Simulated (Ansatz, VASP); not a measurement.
One calculation of TiO2, two programs

```
Ti O
1.0
     1.50404    0.86836    5.95257
    -1.50404    0.86836    5.95257
     0.00000   -1.73672    5.95257
Ti O
1 2
Direct
  0.00000 0.00000 0.00000
  0.60176 0.60176 0.60176
  0.39824 0.39824 0.39824
```

Alike in both runs: task single point; functional PBE; dispersion D3(BJ); k mesh 9 × 9 × 9; occupations gaussian, width 0.05 eV; no spin polarisation; Hubbard terms Ti d U = 4.0 eV.

|  | VASP | Ansatz |
| --- | --- | --- |
| version | VASP 6.6.1 | Ansatz 0.2.0 |
| potentials or method | VASP PAW PBE potentials, release 64 (Ti_sv, O), cutoff 520 eV | scalar-relativistic, plane waves, PAW |
| valence electrons in the cell | 24 | 24 |

```csv
,VASP,Ansatz,Ansatz less VASP
gap on the k mesh at the Fermi level (eV),2.60,2.56,-0.038
least direct gap on the mesh (eV),2.95,2.87,-0.078
pressure (GPa),-14.4,-16.4,-1.97
"traceless stress, the component that is largest in VASP (GPa)",-11.29,-11.66,-0.367
rms of the force components (eV/Å),1.439,1.583,+0.1445
```

The programs project onto different local orbitals, so the same U acts differently, and such runs can settle in different states. Atom by atom the forces differ by 0.145 eV/Å (rms over components).
